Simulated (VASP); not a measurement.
# Ge (I4_1/amd) in VASP: notebook

The runs below take Ge through single point, with PBEsol.

All numbers are computed with VASP 6.6.1; they aren't measurements. Logs are shortened: lines on timing, memory, paths and dates and some standing lists are left out, and cuts for length are marked.

### 1 The cell of the first run

Symmetry: I4_1/amd, No. 141, tetragonal system. The conventional cell has a = 5.174 Å, b = 5.174 Å, c = 2.824 Å, α = 90.00°, β = 90.00°, γ = 90.00°. Within 3.5 Å of Ge (site symmetry -4m2) lie 10 Ge at 2.68 to 3.34 Å.

### 2 Single point, PBEsol (18.90 Å³/atom)

The input, INCAR:

```
PREC = Accurate
ENCUT = 520
EDIFF = 1E-6
ISMEAR = 0
SIGMA = 0.1
LREAL = F
LASPH = T
NELM = 80
ALGO = Normal
ISIF = 2
LWAVE = F
LCHARG = T
GGA = PS
LELF = T
LVHAR = T
NBANDS = 21
```

The input, KPOINTS:

```
regular mesh
0
Gamma
  16 16 16
```

The input, POSCAR:

```
Ge
1.0
   -2.5871572833      2.5871572833      1.4118367993
    2.5871572833     -2.5871572833      1.4118367993
    2.5871572833      2.5871572833     -1.4118367993
Ge
2
Direct
    0.2500000000      0.7500000000      0.5000000000
    0.5000000000      0.5000000000      0.0000000000
```

Potentials or basis: VASP PAW PBE potentials, release 64 (Ge_d).

On the command line:

```console
$ cat potpaw_PBE.64/Ge_d/POTCAR > POTCAR
$ mpirun -np 1 vasp_std > vasp.out
```

OUTCAR:

```text
PREC = Accurate
   ENCUT = 520
   EDIFF = 1E-6
   ISMEAR = 0
   LREAL = F
   LASPH = T
   NELM = 80
   ISIF = 2
   GGA = PS

 ion  position               nearest neighbor table
   1  0.250  0.750  0.500-   2 2.68   2 2.68   2 2.68   2 2.68
   2  0.500  0.500  0.000-   1 2.68   1 2.68   1 2.68   1 2.68

  LATTYP: Found a body centered tetragonal cell.
 ALAT       =     5.1743145666
 C/A-ratio  =     0.5457096901

  Lattice vectors:

 A1 = (  -2.5871572833,   2.5871572833,   1.4118367993)
 A2 = (   2.5871572833,  -2.5871572833,   1.4118367993)
 A3 = (   2.5871572833,   2.5871572833,  -1.4118367993)

Analysis of symmetry for initial positions (statically):
=====================================================================
 Subroutine PRICEL returns:
 Original cell was already a primitive cell.

 Routine SETGRP: Setting up the symmetry group for a
 body centered tetragonal supercell.

 Subroutine GETGRP returns: Found 16 space group operations
 (whereof  8 operations were pure point group operations)
 out of a pool of 16 trial point group operations.

The static configuration has the point symmetry D_2d.
 The point group associated with its full space group is D_4h.

Analysis of symmetry for dynamics (positions and initial velocities):
=====================================================================
 Subroutine PRICEL returns:
 Original cell was already a primitive cell.

 Routine SETGRP: Setting up the symmetry group for a
 body centered tetragonal supercell.

 Subroutine GETGRP returns: Found 16 space group operations
 (whereof  8 operations were pure point group operations)
 out of a pool of 16 trial point group operations.

The dynamic configuration has the point symmetry D_2d.
 The point group associated with its full space group is D_4h.

 Subroutine INISYM returns: Found 16 space group operations
 (whereof  8 operations are pure point group operations),
 and found     1 'primitive' translations

----------------------------------------------------------------------------------------

                                     Primitive cell

  volume of cell :      37.7999

  direct lattice vectors                    reciprocal lattice vectors
[... 79 lines left out ...]
   ISTART =      0    job   : 0-new  1-cont  2-samecut
   ICHARG =      2    charge: 1-file 2-atom 10-const
   ISPIN  =      1    spin polarized calculation?
   LNONCOLLINEAR =      F non collinear calculations
   LSORBIT =      F    spin-orbit coupling
   LASPH  =      T    aspherical Exc in radial PAW
   ENCUT  =  520.0 eV  38.22 Ry    6.18 a.u.   7.29  7.29  7.29*2*pi/ulx,y,z
   NELM   =     80;   NELMIN=  2; NELMDL= -5     # of ELM steps
   EDIFF  = 0.1E-05   stopping-criterion for ELM
   LREAL  =      F    real-space projection
   EDIFFG = 0.1E-04   stopping-criterion for IOM
   NSW    =      0    number of steps for IOM
   IBRION =     -1    ionic relax: 0-MD 1-quasi-New 2-CG
   NFREE  =      0    steps in history (QN), initial steepest desc. (CG)
   ISIF   =      2    stress and relaxation
   ISYM   =      2    0-nonsym 1-usesym 2-fastsym
   POTIM  = 0.5000    time-step for ionic-motion
   TEBEG  =    0.0;   TEEND  =   0.0 temperature during run
   PSTRESS=    0.0 pullay stress
   NELECT =      28.0000    total number of electrons
   NUPDOWN=      -1.0000    fix difference up-down
   EMIN   =  10.00;   EMAX   =-10.00  energy-range for DOS
   EFERMI =   0.00;   METHOD = LEGACY
   ISMEAR =     0;   SIGMA  =   0.10  broadening in eV -4-tet -1-fermi 0-gaus
   EFERMI_NEDOS =   21; number of points for ismear=-14 and -15
   IALGO  =     38    algorithm
   IMIX   =      4    mixing-type and parameters
     AMIX     =   0.40;   BMIX     =  1.00
     AMIX_MAG =   1.60;   BMIX_MAG =  1.00
  volume/ion in A,a.u.               =      18.90       127.54
  Fermi-wavevector in a.u.,A,eV,Ry     =   1.481258  2.799172 29.852898  2.194126
  Thomas-Fermi vector in A             =   2.595191
   LORBIT       =      0    0 simple, 1 ext, 2 COOP (PROOUT), +10 PAW based schemes
   GGA     = PS    functional components
   LHFCALC =     F    Hartree Fock is set to
   AEXX    =    0.0000 exact exchange contribution
   IVDW    =     0    specifies the selected vdW correction
   LEPSILON=     F    determine dielectric tensor
   LRPA    =     F    only Hartree local field effects (RPA)
 non-spin polarized calculation
 Gauss-broadening in eV      SIGMA  =   0.10
  energy-cutoff  :      520.00
  volume of cell :       37.80
 maximum number of plane-waves:      1039
 NGX is ok and might be reduce to    30
   NGX = 15   NGY = 15   NGZ = 15

 number of electron      28.0000028 magnetization

 Free energy of the ion-electron system (eV)
  ---------------------------------------------------
  ext. energy  EPLUGINS =         0.00000000
  ---------------------------------------------------
  free energy    TOTEN  =        -9.53423088 eV

  energy without entropy =       -9.53091749  energy(sigma->0) =       -9.53257419

 E-fermi :   6.4578     XC(G=0): -11.3683

 val. band max:        6.4501754999   @ k =  -0.3125   0.3125   0.1875
 cond. band min:       6.4787512566   @ k =   0.4375   0.3750   0.0000
 fundamental gap:      0.0285757567
 Fermi energy:         6.4577759742

 k-point     1 :       0.0000    0.0000    0.0000
  band No.  band energies     occupation
      1     -18.2174      2.00000
      2     -18.1731      2.00000
      3     -18.1444      2.00000
      4     -18.1418      2.00000
      5     -18.0454      2.00000
      6     -18.0454      2.00000
[... 565 lines left out ...]
     20      18.2599      0.00000
     21      18.8597      0.00000

 [... further k-points ...]

------------------------ aborting loop because EDIFF is reached ----------------------------------------

  FORCE on cell =-STRESS in cart. coord.  units (eV):
  Direction    XX          YY          ZZ          XY          YZ          ZX
  --------------------------------------------------------------------------------------
  -------------------------------------------------------------------------------------
  Total       -0.5457805     -0.5457805     -0.5234244      0.0000000      0.0000000      0.0000000
  in kB      -23.1333475    -23.1333475    -22.1857646      0.0000000      0.0000000      0.0000000
  external PRESSURE =     -22.8174865 kB  Pullay stress =       0.0000000 kB

 VOLUME and BASIS-vectors are now :
 -----------------------------------------------------------------------------
  energy-cutoff  :      520.00
  volume of cell :       37.80
      direct lattice vectors                 reciprocal lattice vectors
    -2.587157283  2.587157283  1.411836799     0.000000000  0.193262313  0.354148582
     2.587157283 -2.587157283  1.411836799     0.193262313  0.000000000  0.354148582
     2.587157283  2.587157283 -1.411836799     0.193262313  0.193262313  0.000000000

 POSITION                                       TOTAL-FORCE (eV/Angst)
 -----------------------------------------------------------------------------------
      2.58716      0.00000      0.70592         0.000000     -0.000000     -0.000000
      0.00000      0.00000      1.41184        -0.000000      0.000000      0.000000
 -----------------------------------------------------------------------------------
    total drift:                                0.000000     -0.000000      0.000000

  FREE ENERGIE OF THE ION-ELECTRON SYSTEM (eV)
  ---------------------------------------------------
  free  energy   TOTEN  =        -9.5342308790 eV

  energy  without entropy=       -9.5309174922  energy(sigma->0) =       -9.53257419
```

OSZICAR:

```text
N       E                     dE             d eps       ncg     rms          rms(c)
DAV:   1     0.175594550528E+03    0.17559E+03   -0.14142E+04 16851   0.381E+03
DAV:   2     0.144609084634E+02   -0.16113E+03   -0.15630E+03 14753   0.595E+02
DAV:   3    -0.890044654358E+01   -0.23361E+02   -0.23160E+02 16683   0.133E+02
DAV:   4    -0.956725263269E+01   -0.66681E+00   -0.66632E+00 16344   0.262E+01
DAV:   5    -0.957721619255E+01   -0.99636E-02   -0.99633E-02 16639   0.349E+00    0.210E+00
DAV:   6    -0.954620492974E+01    0.31011E-01   -0.33009E-02 19918   0.318E+00    0.114E+00
DAV:   7    -0.953473410098E+01    0.11471E-01   -0.17560E-02 19935   0.203E+00    0.136E-01
DAV:   8    -0.953422633494E+01    0.50777E-03   -0.23543E-03 17584   0.883E-01    0.439E-02
DAV:   9    -0.953423059325E+01   -0.42583E-05   -0.55639E-05 17857   0.951E-02    0.981E-03
DAV:  10    -0.953423087904E+01   -0.28579E-06   -0.29249E-06 14564   0.222E-02
   1 F= -.95342309E+01 E0= -.95325742E+01  d E =-.331339E-02
```

stdout:

```text
POSCAR found type information on POSCAR Ge
 POSCAR found :  1 types and       2 ions
 scaLAPACK will be used
 -----------------------------------------------------------------------------
|                                                                             |
|                                                                             |
|     You enforced a specific xc type in the INCAR file but a different       |
|     I HOPE YOU KNOW WHAT YOU ARE DOING!                                     |
|                                                                             |
 -----------------------------------------------------------------------------

 LDA part: xc-table for (Slater+PW92), standard interpolation
 POSCAR, INCAR and KPOINTS ok, starting setup
 FFT: planning ... GRIDC
 FFT: planning ... GRID_SOFT
 FFT: planning ... GRID
 WAVECAR not read
 entering main loop
```

Run time: 3.3 min. Hardware: 1 thread of Intel Xeon Platinum 8375C at 2.90GHz (Ice Lake), shared host; peak memory 0.33 GiB.

Results:

| Property | Result |
| --- | --- |
| Free energy | -9.5342 eV |
| Pressure | -2.3 GPa |
| Band gap on the k mesh | zero (bands 14 and 15 overlap by 5.21 eV) |

Caveat: the PAW data sets were made with another functional, which shifts forces and pressure a little.

### 3 Single point, PBEsol (19.45 Å³/atom)

This run uses another cell than the first one, of 19.45 Å³/atom.

The input, INCAR:

```
SYSTEM = Ge
ALGO     = Normal         ! electronic algorithm
EDIFF    = 1E-6           ! SCF threshold, eV
ENCUT    = 520            ! plane-wave cutoff, eV
GGA      = PS             ! functional
ISIF     = 2              ! what is computed and relaxed
ISMEAR   = 0              ! smearing method
LASPH    = .TRUE.         ! aspherical terms in the spheres
LCHARG   = .FALSE.        ! write CHGCAR
LREAL    = .FALSE.        ! projectors in reciprocal space
LWAVE    = .FALSE.        ! write WAVECAR
NBANDS   = 21             ! bands
NELM     = 80             ! most SCF steps
PREC     = Accurate       ! precision mode
SIGMA    = 0.1            ! smearing width, eV
```

The input, KPOINTS:

```
k-points
0
G
  16 16 16
  0 0 0
```

The input, POSCAR:

```
Ge
1.0
   -2.6106690888      2.6106690888      1.4269052900
    2.6106690888     -2.6106690888      1.4269052900
    2.6106690888      2.6106690888     -1.4269052900
Ge
2
Direct
    0.2500000000      0.7500000000      0.5000000000
    0.5000000000      0.5000000000      0.0000000000
```

Potentials or basis: VASP PAW PBE potentials, release 64 (Ge_d).

On the command line:

```console
$ cat potpaw_PBE.64/Ge_d/POTCAR > POTCAR
$ mpirun -np 1 vasp_std > vasp.out
```

Run time: 3.1 min. Hardware: 1 thread of Intel Xeon Platinum 8375C at 2.90GHz (Ice Lake), shared host; peak memory 0.34 GiB.

Results (log left out):

```
Free energy            : -9.5130 eV
Pressure               : -4.1 GPa
Band gap on the k mesh : zero (bands 14 and 15 overlap by 5.03 eV)
```

Stress tensor (GPa, compression positive):
```
-4.18  0.00  0.00
 0.00 -4.18  0.00
 0.00  0.00 -4.06
```

Levels at points of the mesh, in eV from the Fermi level:
| k point | band 10 | band 11 | band 12 | band 13 | band 14 | band 15 | band 16 | band 17 | band 18 | band 19 |
| --- | --- | --- | --- | --- | --- | --- | --- | --- | --- | --- |
| (0.00, 0.00, 0.00) | -24.37 | -12.93 | -4.17 | -2.19 | -2.19 | 3.35 | 7.30 | 7.30 | 7.63 | 7.81 |
| (0.50, 0.00, 0.00) | -24.41 | -8.00 | -6.26 | -2.70 | -1.89 | -1.31 | 2.49 | 3.38 | 5.25 | 8.62 |
| (0.50, 0.50, 0.00) | -24.45 | -10.28 | -10.28 | 0.64 | 0.64 | 1.83 | 1.83 | 7.08 | 7.08 | 10.99 |
| (0.50, 0.50, 0.50) | -24.49 | -8.72 | -8.72 | -5.63 | -5.63 | 5.78 | 5.78 | 10.52 | 10.52 | 14.87 |

Caveat: the cell stands under tension; the PAW data sets were made with another functional, which shifts forces and pressure a little.
